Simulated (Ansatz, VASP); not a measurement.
## Co2Si: VASP beside Ansatz

```
Co Si
1.0
     3.45482    0.00000    0.00000
     0.00000    3.45482    0.00000
     0.00000    0.00000    5.74924
Co Si
4 2
Direct
  0.00000 0.50000 0.34382
  0.50000 0.00000 0.65618
  0.50000 0.50000 0.00000
  0.00000 0.00000 0.00000
  0.00000 0.50000 0.73517
  0.50000 0.00000 0.26483
```

Alike in both runs: functional PBE; k mesh 10 × 10 × 6; occupations gaussian, width 0.1 eV; collinear spin.

Ansatz relaxed the structure, and its values are those at the end. VASP's run is a single point on that final structure, the one shown.

```csv
,VASP,Ansatz
version,VASP 6.6.1,Ansatz 0.2.0
potentials or method,"VASP PAW PBE potentials, release 64 (Co, Si), cutoff 520 eV","scalar-relativistic, plane waves, PAW"
valence electrons in the cell,44,76
```

```tsv
	VASP	Ansatz	Ansatz less VASP
gap on the k mesh at the Fermi level (eV)	none	none	-
pressure (GPa)	-0.1	0.0	+0.12
rms of the force components (eV/Å)	0.005	0.001	-0.0035
net moment per atom (μB)	0.54	0.55	+0.008
size of the moment on the site where the two differ most (μB)	0.80	0.82	+0.019
```

Site moments also hang on the region over which each program counts them. A gap of «none» marks a metal or a gap that the smearing closes. VASP's potentials hold 44 valence electrons a cell and Ansatz's 76, so a difference there can come from the potentials and not from the codes.
